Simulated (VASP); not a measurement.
A run of VASP 6.6.1 is set up as follows.

File INCAR:

```
ALGO     = Normal         # electronic algorithm
EDIFF    = 1E-6           # SCF threshold, eV
ENCUT    = 750            # plane-wave cutoff, eV
GGA      = PE             # functional
GGA_COMPAT= F            
ISIF     = 2              # what is computed and relaxed
ISMEAR   = 0              # smearing method
LASPH    = T              # aspherical terms in the spheres
LCHARG   = F              # write CHGCAR
LREAL    = F              # projectors in reciprocal space
LWAVE    = F              # write WAVECAR
NBANDS   = 40             # bands
NELM     = 120            # most SCF steps
PREC     = Accurate       # precision mode
SIGMA    = 0.1            # smearing width, eV
```

KPOINTS

```
k-points
0
Gamma
  3 3 4
```

POSCAR

```
LiTa2O5
1.0
    5.7738034204      0.0000000000      0.0000000000
   -2.8869017102      5.0002604385      0.0000000000
    0.0000000000      0.0000000000      3.9018881212
Li Ta O
1 2 5
Direct
    0.0000000000      0.0000000000      0.0000000000
    0.3333333333      0.6666666667      0.5000000000
    0.6666666667      0.3333333333      0.5000000000
    0.3333333333      0.6666666667      0.0000000000
    0.0000000000      0.3192653031      0.5000000000
    0.6807346969      0.6807346969      0.5000000000
    0.3192653031      0.0000000000      0.5000000000
    0.6666666667      0.3333333333      0.0000000000
```

Potentials or basis: VASP PAW PBE potentials, release 64 (Li_sv, Ta_sv_GW, O).

Launch:

```sh
$ cat potpaw_PBE.64/Li_sv/POTCAR potpaw_PBE.64/Ta_sv_GW/POTCAR potpaw_PBE.64/O/POTCAR > POTCAR
$ mpirun -np 1 vasp_std > vasp.out
```

**Question.** Predict the largest force.

**Answer.** 0.037 eV/Å.

**Question.** Predict the pressure.

**Answer.** 0.1 GPa.

Forces in eV/Å, atoms in the order of the input:
```
Li   0.000  0.000  0.000
Ta   0.000  0.000  0.000
Ta   0.000  0.000  0.000
O    0.000  0.000  0.000
O    0.019 -0.032  0.000
O    0.019  0.032  0.000
O   -0.037  0.000  0.000
O    0.000  0.000  0.000
```

Caveat: the k points lie up to 0.42 Å⁻¹ apart; an odd number of electrons without spin polarisation forces a metal; a magnetic or distorted state may lie lower.
